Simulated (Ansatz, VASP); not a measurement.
## BiO5 in VASP and in Ansatz

The input INCAR:

```
ALGO = Normal ; EDIFF = 1E-7
EDIFFG = -0.08 ; ENCUT = 600
GGA = PE ; GGA_COMPAT = False
IBRION = 2 ; ISIF = 3
ISMEAR = 0 ; LASPH = True
LCHARG = False ; LREAL = False
LWAVE = False ; NELM = 120
NELMIN = 4 ; NSW = 36
PREC = Accurate ; SIGMA = 0.2
```

File KPOINTS:

```
k-points
0
Gamma
  5 5 3
```

The input POSCAR:

```
BiO5
1.0
    3.9977881600      0.0000000000      0.0000000000
   -1.9988940800      3.4621861100      0.0000000000
    0.0000000000      0.0000000000      6.4538094000
Bi O
1 5
Direct
    0.0000000000      0.0000000000      0.0000000000
    0.5000000000      0.0000000000      0.5000000000
    0.0000000000      0.5000000000      0.5000000000
    0.5000000000      0.5000000000      0.5000000000
    0.0000000000      0.0000000000      0.6675833700
    0.0000000000      0.0000000000      0.3324166300
```

Input for Ansatz:

```yaml
crystal:
  lattice:
    - [3.99778816, 0.0, 0.0]
    - [-1.99889408, 3.46218611, 0.0]
    - [0.0, 0.0, 6.4538094]
  atoms:
    - { symbol: Bi, position: [0.0, 0.0, 0.0] }
    - { symbol: O, position: [0.5, 0.0, 0.5] }
    - { symbol: O, position: [0.0, 0.5, 0.5] }
    - { symbol: O, position: [0.5, 0.5, 0.5] }
    - { symbol: O, position: [0.0, 0.0, 0.66758337] }
    - { symbol: O, position: [0.0, 0.0, 0.33241663] }
basis:
  ecutwfc: 420
kpoints:
  mp_grid: { grid: [5, 5, 3] }
hamiltonian:
  xc: pbe
scf:
  occupations: { method: gaussian, width: 0.2 }
  lower_state_search: "off"
output:
  forces: true
  stress: true
  eigenvalues: true
relax:
  adjacent_minimum: "off"
  f_tol: 0.08
  max_steps: 16
  cell: { stress_tol: 0.8 }
```

Alike in both runs: task relaxation of cell and atoms; functional PBE; k mesh 5 × 5 × 3; occupations gaussian, width 0.2 eV; no spin polarisation.

```csv
,VASP,Ansatz
version,VASP 6.6.1,Ansatz 0.2.0
potentials or method,"VASP PAW PBE potentials, release 64 (Bi_d, O), cutoff 600 eV","scalar-relativistic, plane waves, PAW"
valence electrons in the cell,45,45
```

Ansatz gave:

```
gap on the k mesh at the Fermi level, each at its own relaxed structure (eV) : none
relaxed volume (Å³/atom)                                                     : 17.20
relaxed cell length with the largest relative difference (Å)                 : 9.023
```

Question: Which values does VASP return?

Answer: gap on the k mesh at the Fermi level, each at its own relaxed structure (eV): none; relaxed volume (Å³/atom): 15.66; relaxed cell length with the largest relative difference (Å): 8.192.

A gap of «none» marks a metal or a gap that the smearing closes. One of these differences is far larger than is usual between the two programs; its cause wasn't traced.

The k mesh is coarse, so the values compare programs but aren't converged. Spin-orbit coupling is off throughout.
